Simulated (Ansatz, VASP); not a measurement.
## Pd: VASP beside Ansatz

Contents of POSCAR:

```
Pd
1.0
    0.0000000000      1.9465000000      1.9465000000
    1.9465000000      0.0000000000      1.9465000000
    1.9465000000      1.9465000000      0.0000000000
Pd
1
Direct
    0.0000000000      0.0000000000      0.0000000000
```

INCAR.step1

```
  PREC = Accurate
  ENCUT = 600
  ISMEAR = -1
  SIGMA = 0.1
  LREAL = F
  LASPH = T
  NELM = 80
  GGA = PE
  ALGO = Normal
  EDIFF = 1E-4
  LWAVE = T
  LCHARG = F
```

Contents of INCAR.step2:

```
  PREC = Accurate
  ENCUT = 600
  EDIFF = 1E-7
  ISMEAR = -1
  SIGMA = 0.1
  LREAL = F
  LASPH = T
  NELM = 80
  ALGO = Normal
  ISIF = 3
  LWAVE = F
  LCHARG = F
  METAGGA = R2SCAN
  LMIXTAU = T
  LUSE_VDW = T
  IVDW_NL = 2
  BPARAM = 11.95
  CPARAM = 0.0093
  IBRION = 2
  NSW = 80
  EDIFFG = -0.01
  ISTART = 1
```

KPOINTS

```
regular mesh
0
Gamma
  15 15 15
```

Input for Ansatz:

```yaml
crystal:
  lattice:
    - [0.0, 1.9465, 1.9465]
    - [1.9465, 0.0, 1.9465]
    - [1.9465, 1.9465, 0.0]
  atoms:
    - { symbol: Pd, position: [0.0, 0.0, 0.0] }
basis:
  ecutwfc: 550.0
kpoints:
  mp_grid:
    grid: [15, 15, 15]
hamiltonian:
  xc: r2scan
  dispersion: rvv10
scf:
  convergence:
    dr2_threshold: 1.0e-10
  occupations:
    method: fermi_dirac
    width: 0.1
relax:
  cell: {}
```

Alike in both runs: task relaxation of cell and atoms; functional r2SCAN; dispersion rVV10; k mesh 15 × 15 × 15; occupations fermi-dirac, width 0.1 eV; no spin polarisation.

|  | VASP | Ansatz |
| --- | --- | --- |
| version | VASP 6.6.1 | Ansatz 0.2.0 |
| potentials or method | VASP PAW PBE potentials, release 64 (Pd), cutoff 600 eV | plane waves, PAW |
| valence electrons in the cell | 10 | 18 |

Ansatz gave:

| Quantity | Value |
| --- | --- |
| relaxed volume (Å³/atom) | 14.73 |
| relaxed cell length with the largest relative difference (Å) | 2.751 |

Problem. Which values does VASP return?

Solution. Relaxed volume (Å³/atom): 14.81; relaxed cell length with the largest relative difference (Å): 2.757.

VASP's potentials were made for PBE, not for r2SCAN. VASP's potentials hold 10 valence electrons a cell and Ansatz's 18, so a difference there can come from the potentials and not from the codes.
